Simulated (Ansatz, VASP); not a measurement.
# TaRu: VASP beside Ansatz

The input INCAR:

```
ALGO = Normal ; EDIFF = 1E-8
ENCUT = 400 ; GGA_COMPAT = F
ISIF = 2 ; ISMEAR = -1
LASPH = T ; LCHARG = F
LEFG = T ; LREAL = F
LWAVE = F ; NBANDS = 20
NELM = 120 ; PREC = Accurate
SIGMA = 0.03
```

Contents of KPOINTS:

```
k-points
0
Gamma
  13 13 13
```

Contents of POSCAR:

```
TaRu
1.0
    3.2188700000      0.0000000000      0.0000000000
    0.0000000000      3.2188700000      0.0000000000
    0.0000000000      0.0000000000      3.1870000000
Ta Ru
1 1
Direct
    0.5000000000      0.5000000000      0.5000000000
    0.0000000000      0.0000000000      0.0000000000
```

Input for Ansatz:

```yaml
crystal:
  lattice:
    - [3.21887, 0.0, 0.0]
    - [0.0, 3.21887, 0.0]
    - [0.0, 0.0, 3.187]
  atoms:
    - { symbol: Ta, position: [0.5, 0.5, 0.5] }
    - { symbol: Ru, position: [0.0, 0.0, 0.0] }
kpoints:
  mp_grid: { grid: [13, 13, 13] }
scf:
  occupations: { method: fermi_dirac, width: 0.03 }
hamiltonian:
  xc: lda
  pseudopotentials: { kind: all_electron, datasets: crystal }
output:
  forces: true
  stress: true
  eigenvalues: true
  efg: { contact_densities: true }
```

Change from the starting cell: equal xx and yy strain of +1 %, crystal datasets.

Alike in both runs: task electric field gradients; functional LDA; k mesh 13 × 13 × 13; occupations fermi-dirac, width 0.03 eV; no spin polarisation.

```csv
,VASP,Ansatz
version,VASP 6.6.1,Ansatz 0.2.0
potentials or method,"VASP PAW LDA potentials, release 64 (Ta_pv, Ru_pv), cutoff 400 eV","all-electron PAW with datasets made for the crystal, scalar-relativistic"
```

```tsv
	VASP	Ansatz	Ansatz less VASP
pressure (GPa)	-20.0	-20.2	-0.21
traceless stress, the component that is largest in VASP (GPa)	-1.43	-1.47	-0.047
size of Vzz on the site where it differs most (V/Å²)	1.9	0.7	-1.21
```

LDA's correlation is that of Perdew and Zunger in VASP and of Perdew and Wang (1992) in Ansatz. Ansatz ran all-electron here, and VASP with PAW potentials.

Spin-orbit coupling is off throughout.
